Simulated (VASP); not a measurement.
The system is Ni.

```xyz
1
Lattice="0.0000 1.7717 1.7717 1.7717 0.0000 1.7717 1.7717 1.7717 0.0000" Properties=species:S:1:pos:R:3 pbc="T T T"
Ni    0.0000    0.0000    0.0000
```

| Quantity | Value |
| --- | --- |
| Program | VASP 6.6.1 |
| Task | relaxation of cell and atoms |
| Functional | optB88-vdW |
| Potentials or basis | VASP PAW PBE potentials, release 64 (Ni) |
| Cutoff | 710 eV |
| k mesh | 18 × 18 × 18 |
| Occupations | methfessel-paxton, width 0.05 eV |
| Spin | collinear spin, ferromagnetic start |
| Starting moments | [1.0] μB |

At the start: pressure -5.3 GPa; volume 11.12 Å³/atom.

Q: Where does the relaxation end?

A: Over 5 steps the energy falls by 5.4 meV/atom and the volume is 10.81 Å³/atom (-2.8 %); space group Fm-3m (No. 225, to 0.1 Å) before and after; moment 0.60 μB per cell.

The path:
```tsv
step	energy change (eV)	largest force (eV/Å)	pressure (GPa)	volume (Å³)
1	0.0000	0.0000	-5.34	11.12
2	-0.0009	0.0000	5.47	10.54
3	-0.0054	0.0000	0.01	10.81
4	-0.0054	0.0000	0.00	10.81
5	-0.0054	0.0000	0.00	10.81
```

Final structure:
```xyz
1
Lattice="0.0000 1.7549 1.7549 1.7549 0.0000 1.7549 1.7549 1.7549 0.0000" Properties=species:S:1:pos:R:3 pbc="T T T"
Ni    0.0000    0.0000    0.0000
```

Caveat: the PAW data sets were made with another functional, which shifts forces and pressure a little.
